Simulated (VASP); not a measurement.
# CsSnI3 (Pm-3m) in VASP: single point with PBE

Aim: the single point of CsSnI3 with PBE.

Everything below comes from runs of VASP 6.6.1. Logs are shortened: lines on timing, memory, paths and dates and some standing lists are left out, and cuts for length are marked.

### 1 The cell of the first run

Symmetry: Pm-3m, No. 221, cubic system. The conventional cell has a = 6.283 Å, b = 6.283 Å, c = 6.283 Å, α = 90.00°, β = 90.00°, γ = 90.00°. Cs (site symmetry m-3m) has 12 I at 4.44 Å and 8 Sn at 5.44 Å within 5.8 Å. Sn (site symmetry m-3m) has 6 I at 3.14 Å within 4.1 Å. I (site symmetry 4/mmm) has 2 Sn at 3.14 Å within 4.1 Å.

### 2 Single point, PBE

INCAR

```
PREC = Accurate ; ENCUT = 520
EDIFF = 1E-6 ; ISMEAR = 0
SIGMA = 0.02 ; LREAL = F
LASPH = T ; NELM = 80
ALGO = Normal ; ISIF = 2
LWAVE = F ; LCHARG = F
GGA = PE ; NBANDS = 30
```

KPOINTS

```
regular mesh
0
Gamma
  6 6 6
```

POSCAR

```
CsSnI3
1.0
    6.2831694884      0.0000000000      0.0000000000
    0.0000000000      6.2831694884      0.0000000000
    0.0000000000      0.0000000000      6.2831694884
Cs Sn I
1 1 3
Direct
    0.0000000000      0.0000000000      0.0000000000
    0.5000000000      0.5000000000      0.5000000000
    0.0000000000      0.5000000000      0.5000000000
    0.5000000000      0.0000000000      0.5000000000
    0.5000000000      0.5000000000      0.0000000000
```

Potentials or basis: VASP PAW PBE potentials, release 64 (Cs_sv, Sn_d, I).

On the command line:

```bash
$ cat potpaw_PBE.64/Cs_sv/POTCAR potpaw_PBE.64/Sn_d/POTCAR potpaw_PBE.64/I/POTCAR > POTCAR
$ mpirun -np 1 vasp_std > vasp.out
```

OUTCAR:

```text
PREC = Accurate
   ENCUT = 520
   EDIFF = 1E-6
   ISMEAR = 0
   LREAL = F
   LASPH = T
   NELM = 80
   ISIF = 2
   GGA = PE

 ion  position               nearest neighbor table
   1  0.000  0.000  0.000-
   2  0.500  0.500  0.500-   3 3.14   4 3.14   5 3.14   5 3.14   4 3.14   3 3.14
   3  0.000  0.500  0.500-   2 3.14   2 3.14
   4  0.500  0.000  0.500-   2 3.14   2 3.14
   5  0.500  0.500  0.000-   2 3.14   2 3.14

  LATTYP: Found a simple cubic cell.
 ALAT       =     6.2831694884

  Lattice vectors:

 A1 = (   6.2831694884,   0.0000000000,   0.0000000000)
 A2 = (   0.0000000000,   6.2831694884,   0.0000000000)
 A3 = (   0.0000000000,   0.0000000000,   6.2831694884)

Analysis of symmetry for initial positions (statically):
=====================================================================
 Subroutine PRICEL returns:
 Original cell was already a primitive cell.

 Routine SETGRP: Setting up the symmetry group for a
 simple cubic supercell.

 Subroutine GETGRP returns: Found 48 space group operations
[... 9 lines left out ...]

 Routine SETGRP: Setting up the symmetry group for a
 simple cubic supercell.

 Subroutine GETGRP returns: Found 48 space group operations
[... 11 lines left out ...]
                                     Primitive cell

  volume of cell :     248.0483

  direct lattice vectors                    reciprocal lattice vectors
     6.283169488  0.000000000  0.000000000     0.159155344  0.000000000  0.000000000
     0.000000000  6.283169488  0.000000000     0.000000000  0.159155344  0.000000000
     0.000000000  0.000000000  6.283169488     0.000000000  0.000000000  0.159155344

  length of vectors
     6.283169488  6.283169488  6.283169488     0.159155344  0.159155344  0.159155344

  position of ions in fractional coordinates (direct lattice)
     0.000000000  0.000000000  0.000000000
     0.500000000  0.500000000  0.500000000
     0.000000000  0.500000000  0.500000000
     0.500000000  0.000000000  0.500000000
     0.500000000  0.500000000  0.000000000

  ion indices of the primitive-cell ions
   primitive index   ion index
                 1           1
                 2           2
                 3           3
                 4           4
                 5           5

----------------------------------------------------------------------------------------

 KPOINTS: regular mesh

Automatic generation of k-mesh.
 Grid dimensions read from file:
 generate k-points for:    6    6    6

 Generating k-lattice:

  Cartesian coordinates                     Fractional coordinates (reciprocal lattice)
     0.026525891  0.000000000  0.000000000     0.166666667  0.000000000  0.000000000
     0.000000000  0.026525891  0.000000000     0.000000000  0.166666667  0.000000000
     0.000000000  0.000000000  0.026525891     0.000000000  0.000000000  0.166666667

  Length of vectors
     0.026525891  0.026525891  0.026525891

  Shift w.r.t. Gamma in fractional coordinates (k-lattice)
     0.000000000  0.000000000  0.000000000

 Subroutine IBZKPT returns following result:
 ===========================================

 Found     20 irreducible k-points:

 Following reciprocal coordinates:
            Coordinates               Weight
  0.000000  0.000000  0.000000      1.000000
  0.166667  0.000000  0.000000      6.000000
  0.333333  0.000000  0.000000      6.000000
  0.500000  0.000000  0.000000      3.000000
  0.166667  0.166667  0.000000     12.000000
  0.333333  0.166667  0.000000     24.000000
[... 12 lines left out ...]
  0.500000  0.500000  0.333333      6.000000
  0.500000  0.500000  0.500000      1.000000
   k-points           NKPTS =     20   k-points in BZ     NKDIM =     20   number of bands    NBANDS=     30
   number of dos      NEDOS =    301   number of ions     NIONS =      5
   total plane-waves  NPLWV = 110592
   dimension x,y,z NGX =    48 NGY =   48 NGZ =   48
   dimension x,y,z NGXF=    96 NGYF=   96 NGZF=   96
   ions per type =               1   1   3
   NGX,Y,Z   is equivalent  to a cutoff of  12.70, 12.70, 12.70 a.u.
   NGXF,Y,Z  is equivalent  to a cutoff of  25.40, 25.40, 25.40 a.u.
 SYSTEM =  unknown system
   PREC   = accura    normal or accurate (medium, high low for compatibility)
   ISTART =      0    job   : 0-new  1-cont  2-samecut
   ICHARG =      2    charge: 1-file 2-atom 10-const
   ISPIN  =      1    spin polarized calculation?
   LNONCOLLINEAR =      F non collinear calculations
   LSORBIT =      F    spin-orbit coupling
   LASPH  =      T    aspherical Exc in radial PAW
   ENCUT  =  520.0 eV  38.22 Ry    6.18 a.u.  11.68 11.68 11.68*2*pi/ulx,y,z
   NELM   =     80;   NELMIN=  2; NELMDL= -5     # of ELM steps
   EDIFF  = 0.1E-05   stopping-criterion for ELM
   LREAL  =      F    real-space projection
   EDIFFG = 0.1E-04   stopping-criterion for IOM
   NSW    =      0    number of steps for IOM
   IBRION =     -1    ionic relax: 0-MD 1-quasi-New 2-CG
   NFREE  =      0    steps in history (QN), initial steepest desc. (CG)
   ISIF   =      2    stress and relaxation
   ISYM   =      2    0-nonsym 1-usesym 2-fastsym
   POTIM  = 0.5000    time-step for ionic-motion
   TEBEG  =    0.0;   TEEND  =   0.0 temperature during run
   PSTRESS=    0.0 pullay stress
   NELECT =      44.0000    total number of electrons
   NUPDOWN=      -1.0000    fix difference up-down
   EMIN   =  10.00;   EMAX   =-10.00  energy-range for DOS
   EFERMI =   0.00;   METHOD = LEGACY
   ISMEAR =     0;   SIGMA  =   0.02  broadening in eV -4-tet -1-fermi 0-gaus
   EFERMI_NEDOS =   21; number of points for ismear=-14 and -15
   IALGO  =     38    algorithm
   IMIX   =      4    mixing-type and parameters
     AMIX     =   0.40;   BMIX     =  1.00
     AMIX_MAG =   1.60;   BMIX_MAG =  1.00
  volume/ion in A,a.u.               =      49.61       334.78
  Fermi-wavevector in a.u.,A,eV,Ry     =   0.919843  1.738251 11.512036  0.846111
  Thomas-Fermi vector in A             =   2.045082
   LORBIT       =      0    0 simple, 1 ext, 2 COOP (PROOUT), +10 PAW based schemes
   GGA     = PE    functional components
   LHFCALC =     F    Hartree Fock is set to
   AEXX    =    0.0000 exact exchange contribution
   IVDW    =     0    specifies the selected vdW correction
   LEPSILON=     F    determine dielectric tensor
   LRPA    =     F    only Hartree local field effects (RPA)
 non-spin polarized calculation
 Gauss-broadening in eV      SIGMA  =   0.02
  energy-cutoff  :      520.00
  volume of cell :      248.05
 maximum number of plane-waves:      6704
 NGX is ok and might be reduce to    48
   NGX = 23   NGY = 23   NGZ = 23

 number of electron      43.9999981 magnetization

 Free energy of the ion-electron system (eV)
  ---------------------------------------------------
  ext. energy  EPLUGINS =         0.00000000
  ---------------------------------------------------
  free energy    TOTEN  =       -14.02992658 eV

  energy without entropy =      -14.02992658  energy(sigma->0) =      -14.02992658

 E-fermi :   2.5891     XC(G=0):  -7.3722

 val. band max:        2.4488532511   @ k =   0.5000   0.5000   0.5000
 cond. band min:       2.9188114318   @ k =   0.5000   0.5000   0.5000
 fundamental gap:      0.4699581807
 Fermi energy:         2.5890511498

 k-point     1 :       0.0000    0.0000    0.0000
  band No.  band energies     occupation
      1     -19.7294      2.00000
      2     -19.5566      2.00000
      3     -19.5566      2.00000
      4     -19.5411      2.00000
      5     -19.5411      2.00000
      6     -19.5411      2.00000
[... 22 lines left out ...]
     29       7.0765      0.00000
     30       7.0765      0.00000

 k-point     2 :       0.1667    0.0000    0.0000
  band No.  band energies     occupation
      1     -19.7293      2.00000
      2     -19.5566      2.00000
      3     -19.5563      2.00000
      4     -19.5411      2.00000
      5     -19.5411      2.00000
      6     -19.5411      2.00000
[... 22 lines left out ...]
     29       6.3281      0.00000
     30       7.0392      0.00000

 k-point     3 :       0.3333    0.0000    0.0000
  band No.  band energies     occupation
      1     -19.7292      2.00000
      2     -19.5566      2.00000
      3     -19.5557      2.00000
      4     -19.5412      2.00000
      5     -19.5412      2.00000
      6     -19.5411      2.00000
[... 22 lines left out ...]
     29       6.6959      0.00000
     30       7.2155      0.00000

 k-point     4 :       0.5000    0.0000    0.0000
  band No.  band energies     occupation
      1     -19.7291      2.00000
      2     -19.5566      2.00000
      3     -19.5554      2.00000
      4     -19.5412      2.00000
      5     -19.5412      2.00000
      6     -19.5411      2.00000
[... 22 lines left out ...]
     29       6.8643      0.00000
     30       6.9832      0.00000

 k-point     5 :       0.1667    0.1667    0.0000
  band No.  band energies     occupation
      1     -19.7292      2.00000
      2     -19.5565      2.00000
      3     -19.5562      2.00000
      4     -19.5412      2.00000
      5     -19.5411      2.00000
      6     -19.5411      2.00000
[... 22 lines left out ...]
     29       6.4564      0.00000
     30       6.7717      0.00000
[... 394 lines left out ...]
     29       6.9767      0.00000
     30       7.6678      0.00000

 k-point    18 :       0.5000    0.3333    0.3333
  band No.  band energies     occupation
      1     -19.7287      2.00000
      2     -19.5552      2.00000
      3     -19.5549      2.00000
      4     -19.5413      2.00000
      5     -19.5413      2.00000
      6     -19.5413      2.00000
[... 22 lines left out ...]
     29       6.9033      0.00000
     30       7.4741      0.00000

 k-point    19 :       0.5000    0.5000    0.3333
  band No.  band energies     occupation
      1     -19.7286      2.00000
      2     -19.5551      2.00000
      3     -19.5548      2.00000
      4     -19.5413      2.00000
      5     -19.5413      2.00000
      6     -19.5413      2.00000
[... 22 lines left out ...]
     29       6.7390      0.00000
     30       7.6016      0.00000

 k-point    20 :       0.5000    0.5000    0.5000
  band No.  band energies     occupation
      1     -19.7285      2.00000
      2     -19.5548      2.00000
      3     -19.5548      2.00000
      4     -19.5413      2.00000
      5     -19.5413      2.00000
      6     -19.5413      2.00000
[... 22 lines left out ...]
     29       6.6170      0.00000
     30       7.7667      0.00000

------------------------ aborting loop because EDIFF is reached ----------------------------------------

  FORCE on cell =-STRESS in cart. coord.  units (eV):
  Direction    XX          YY          ZZ          XY          YZ          ZX
  --------------------------------------------------------------------------------------
  -------------------------------------------------------------------------------------
  Total        0.0227264      0.0227264      0.0227264      0.0000000      0.0000000      0.0000000
  in kB        0.1467931      0.1467931      0.1467931      0.0000000      0.0000000      0.0000000
  external PRESSURE =       0.1467931 kB  Pullay stress =       0.0000000 kB

 VOLUME and BASIS-vectors are now :
 -----------------------------------------------------------------------------
  energy-cutoff  :      520.00
  volume of cell :      248.05
      direct lattice vectors                 reciprocal lattice vectors
     6.283169488  0.000000000  0.000000000     0.159155344  0.000000000  0.000000000
     0.000000000  6.283169488  0.000000000     0.000000000  0.159155344  0.000000000
     0.000000000  0.000000000  6.283169488     0.000000000  0.000000000  0.159155344

 POSITION                                       TOTAL-FORCE (eV/Angst)
 -----------------------------------------------------------------------------------
      0.00000      0.00000      0.00000         0.000000      0.000000      0.000000
      3.14158      3.14158      3.14158         0.000000      0.000000      0.000000
      0.00000      3.14158      3.14158         0.000000      0.000000      0.000000
      3.14158      0.00000      3.14158         0.000000      0.000000      0.000000
      3.14158      3.14158      0.00000         0.000000      0.000000      0.000000
 -----------------------------------------------------------------------------------
    total drift:                                0.000000     -0.000000     -0.000000

  FREE ENERGIE OF THE ION-ELECTRON SYSTEM (eV)
  ---------------------------------------------------
  free  energy   TOTEN  =       -14.0299265765 eV

  energy  without entropy=      -14.0299265765  energy(sigma->0) =      -14.02992658
```

Run time: 2.7 min. Hardware: 1 thread of Oxide Virtual Turin-like, shared host; peak memory 0.36 GiB.

What came out:

```
Free energy            : -14.0299 eV
Pressure               : 0.0 GPa
Band gap on the k mesh : 0.47 eV, direct
```

Caveat: spin-orbit coupling is left out, which moves the levels of the heavy elements.
